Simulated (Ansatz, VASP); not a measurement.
**SiNi3: VASP beside Ansatz**

File INCAR:

```
SYSTEM = SiNi3
ALGO     = Fast           ! electronic algorithm
EDIFF    = 1E-6           ! SCF threshold, eV
ENCUT    = 520            ! plane-wave cutoff, eV
GGA      = PE             ! functional
ISIF     = 2              ! what is computed and relaxed
ISMEAR   = 0              ! smearing method
LASPH    = .True.         ! aspherical terms in the spheres
LCHARG   = .False.        ! write CHGCAR
LREAL    = .False.        ! projectors in reciprocal space
LWAVE    = .False.        ! write WAVECAR
NBANDS   = 25             ! bands
NELM     = 60             ! most SCF steps
PREC     = Accurate       ! precision mode
SIGMA    = 0.15           ! smearing width, eV
```

Contents of KPOINTS:

```
k-points
0
Gamma
  14 14 14
  0 0 0
```

The input POSCAR:

```
SiNi3
1.0
    3.5062596291      0.0000000000      0.0000000000
    0.0000000000      3.5062596291      0.0000000000
    0.0000000000      0.0000000000      3.5062596291
Si Ni
1 3
Direct
    0.0000000000      0.0000000000      0.0000000000
    0.0000000000      0.4286989480      0.5000000000
    0.5000000000     -0.0713010520      0.5000000000
    0.5000000000      0.4286989480      0.0000000000
```

Input for Ansatz:

```yaml
crystal:
  lattice:
    - [3.5062596291, 0.0, 0.0]
    - [0.0, 3.5062596291, 0.0]
    - [0.0, 0.0, 3.5062596291]
  atoms:
    - { symbol: Si, position: [0.0, 0.0, 0.0] }
    - { symbol: Ni, position: [0.0, 0.428698948, 0.5] }
    - { symbol: Ni, position: [0.5, -0.071301052, 0.5] }
    - { symbol: Ni, position: [0.5, 0.428698948, 0.0] }
basis:
  ecutwfc: 420
kpoints:
  mp_grid: { grid: [14, 14, 14] }
hamiltonian:
  xc: pbe
scf:
  occupations: { method: gaussian, width: 0.15 }
output:
  forces: true
  stress: true
  eigenvalues: true
```

Change from the starting cell: all Ni atoms moved -0.250 Å, as atom 2 along Cartesian [0 1 0].

Alike in both runs: task single point; functional PBE; k mesh 14 × 14 × 14; occupations gaussian, width 0.15 eV; no spin polarisation.

|  | VASP | Ansatz |
| --- | --- | --- |
| version | VASP 6.6.1 | Ansatz 0.2.0 |
| potentials or method | VASP PAW PBE potentials, release 64 (Si, Ni), cutoff 520 eV | scalar-relativistic, plane waves, PAW |
| valence electrons in the cell | 34 | 58 |

Ansatz gave:

```
gap on the k mesh at the Fermi level (eV)                     : none
pressure (GPa)                                                : 3.2
traceless stress, the component that is largest in VASP (GPa) : 0.69
rms of the force components (eV/Å)                            : 0.525
```

Estimate VASP's values.

gap on the k mesh at the Fermi level (eV): none; pressure (GPa): 3.3; traceless stress, the component that is largest in VASP (GPa): 0.67; rms of the force components (eV/Å): 0.531.

Atom by atom the forces differ by 0.006 eV/Å (rms over components). A gap of «none» marks a metal or a gap that the smearing closes. The functional is the same, so the differences come from potentials, cutoffs and numerics. VASP's potentials hold 34 valence electrons a cell and Ansatz's 58, so a difference there can come from the potentials and not from the codes.
